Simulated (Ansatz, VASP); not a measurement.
**One calculation of Sb, two programs**

```
Sb
1.0
     5.81209    0.00000    0.00000
    -2.90604    5.03342    0.00000
     0.00000    0.00000    3.56306
Sb
3
Direct
  0.00000 0.00000 0.00000
  0.33333 0.66667 0.50000
  0.66667 0.33333 0.50000
```

Alike in both runs: task relaxation of cell and atoms; functional PBE; k mesh 3 × 3 × 6; occupations gaussian, width 0.1 eV; no spin polarisation.

|  | VASP | Ansatz |
| --- | --- | --- |
| version | VASP 6.6.1 | Ansatz 0.2.0 |
| potentials or method | VASP PAW PBE potentials, release 64 (Sb), cutoff 600 eV | scalar-relativistic, plane waves, PAW |
| valence electrons in the cell | 15 | 45 |

```tsv
	VASP	Ansatz	Ansatz less VASP
gap on the k mesh at the Fermi level, each at its own relaxed structure (eV)	none	none	-
relaxed volume (Å³/atom)	27.35	27.34	-0.014
relaxed cell length with the largest relative difference (Å)	3.184	3.184	-0.0006
```

A gap of «none» marks a metal or a gap that the smearing closes. VASP's potentials hold 15 valence electrons a cell and Ansatz's 45, so a difference there can come from the potentials and not from the codes.

The k mesh is coarse, so the values compare programs but aren't converged. Neither program's run includes spin-orbit coupling. Noted on VASP's run: the volume moved by over 15 % at a fixed basis, so the end points are rough.
